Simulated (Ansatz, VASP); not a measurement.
## One calculation of PtS2, two programs

```
CELL_PARAMETERS angstrom
3.55264 0.00000 0.00000
-1.77632 3.07668 0.00000
0.00000 0.00000 5.12271
ATOMIC_POSITIONS crystal
Pt 0.00000 0.00000 0.00000
S 0.33333 0.66667 0.23926
S 0.66667 0.33333 0.76074
```

Alike in both runs: task single point; functional PBE; k mesh 12 × 12 × 6; occupations fermi-dirac, width 0.02 eV; no spin polarisation.

|  | VASP | Ansatz |
| --- | --- | --- |
| version | VASP 6.6.1 | Ansatz 0.2.0 |
| potentials or method | VASP PAW PBE potentials, release 64 (Pt, S) | plane waves, PAW |
| plane-wave cutoff (eV) | 520 | 420 |
| valence electrons in the cell | 22 | 30 |

Ansatz gave:

```
pressure (GPa)                                                : 3.6
traceless stress, the component that is largest in VASP (GPa) : -1.02
rms of the force components (eV/Å)                            : 0.031
```

Problem. What did VASP give for the same quantities?

Solution. Pressure (GPa): 3.2; traceless stress, the component that is largest in VASP (GPa): -0.88; rms of the force components (eV/Å): 0.012.

Atom by atom the forces differ by 0.019 eV/Å (rms over components). VASP's potentials hold 22 valence electrons a cell and Ansatz's 30, so a difference there can come from the potentials and not from the codes.

Neither program's run includes spin-orbit coupling.
